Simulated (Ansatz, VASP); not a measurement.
AlN: VASP beside Ansatz

The input INCAR:

```
PREC = Accurate
ENCUT = 520
EDIFF = 1E-6
ISMEAR = 0
SIGMA = 0.05
LREAL = F
LASPH = T
NELM = 60
ALGO = Normal
ISIF = 2
LWAVE = F
LCHARG = F
GGA = CA
NBANDS = 16
```

KPOINTS

```
regular mesh
0
Gamma
  9 9 6
```

File POSCAR:

```
AlN
1.0
    3.2043322161      0.0000000000      0.0000000000
   -1.6021661081      2.7750331013      0.0000000000
    0.0000000000      0.0000000000      5.1273400000
Al N
2 2
Direct
    0.3333333333      0.6666666667      0.0000000000
    0.6666666667      0.3333333333      0.5000000000
    0.3333333333      0.6666666667      0.3850000000
    0.6666666667      0.3333333333      0.8850000000
```

Input for Ansatz:

```yaml
crystal:
  lattice:
    - [3.2043322161, 0.0, 0.0]
    - [-1.6021661081, 2.7750331013, 0.0]
    - [0.0, 0.0, 5.12734]
  atoms:
    - { symbol: Al, position: [0.3333333333, 0.6666666667, 0.0] }
    - { symbol: Al, position: [0.6666666667, 0.3333333333, 0.5] }
    - { symbol: "N", position: [0.3333333333, 0.6666666667, 0.385] }
    - { symbol: "N", position: [0.6666666667, 0.3333333333, 0.885] }
basis:
  ecutwfc: 420
kpoints:
  mp_grid: { grid: [9, 9, 6] }
hamiltonian:
  xc: lda
scf:
  occupations: { method: gaussian, width: 0.05 }
output:
  forces: true
  stress: true
  eigenvalues: true
```

Change from the starting cell: strain +0.030 along x and y, +0.030 along z, atoms carried along.

Alike in both runs: task single point; functional LDA; k mesh 9 × 9 × 6; occupations gaussian, width 0.05 eV; no spin polarisation.

```csv
,VASP,Ansatz
version,VASP 6.6.1,Ansatz 0.2.0
potentials or method,"VASP PAW LDA potentials, release 64 (Al, N), cutoff 520 eV","scalar-relativistic, plane waves, PAW"
valence electrons in the cell,16,16
```

|  | VASP | Ansatz | Ansatz less VASP |
| --- | --- | --- | --- |
| gap on the k mesh at the Fermi level (eV) | 3.42 | 3.42 | -0.005 |
| least direct gap on the mesh (eV) | 3.42 | 3.42 | -0.005 |
| pressure (GPa) | -18.4 | -18.7 | -0.31 |
| traceless stress, the component that is largest in VASP (GPa) | 0.22 | 0.26 | +0.045 |
| rms of the force components (eV/Å) | 0.104 | 0.102 | -0.0014 |

LDA's correlation is that of Perdew and Zunger in VASP and of Perdew and Wang (1992) in Ansatz. Atom by atom the forces differ by 0.001 eV/Å (rms over components).
